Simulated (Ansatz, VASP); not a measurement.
# NaCl in VASP and in Ansatz

```
Na Cl
1.0
     3.83543    0.00000    0.92053
     0.00000    5.57819    0.00000
    -0.92062    0.00000    3.83542
Na Cl
2 2
Cartesian
  0.7287 4.1836 1.1890
  2.1861 1.3945 3.5670
  2.1861 4.1836 3.5669
  0.7287 1.3945 1.1890
```

Alike in both runs: functional PBE; dispersion D3(BJ); k mesh 6 × 4 × 6; no spin polarisation.

Ansatz relaxed the structure, and its values are those at the end. VASP's run is a single point on that final structure, the one shown.

|  | VASP | Ansatz |
| --- | --- | --- |
| version | VASP 6.6.1 | Ansatz 0.2.0 |
| potentials or method | VASP PAW PBE potentials, release 64 (Na_pv, Cl), cutoff 520 eV | scalar-relativistic, plane waves, PAW |
| occupations | gaussian, width 0.01 eV | fixed |
| valence electrons in the cell | 28 | 32 |

|  | VASP | Ansatz | Ansatz less VASP |
| --- | --- | --- | --- |
| gap on the k mesh at the Fermi level (eV) | 5.24 | 5.24 | 0.000 |
| least direct gap on the mesh (eV) | 5.24 | 5.24 | 0.000 |
| pressure (GPa) | 0.0 | 0.0 | +0.02 |

VASP's potentials hold 28 valence electrons a cell and Ansatz's 32, so a difference there can come from the potentials and not from the codes.
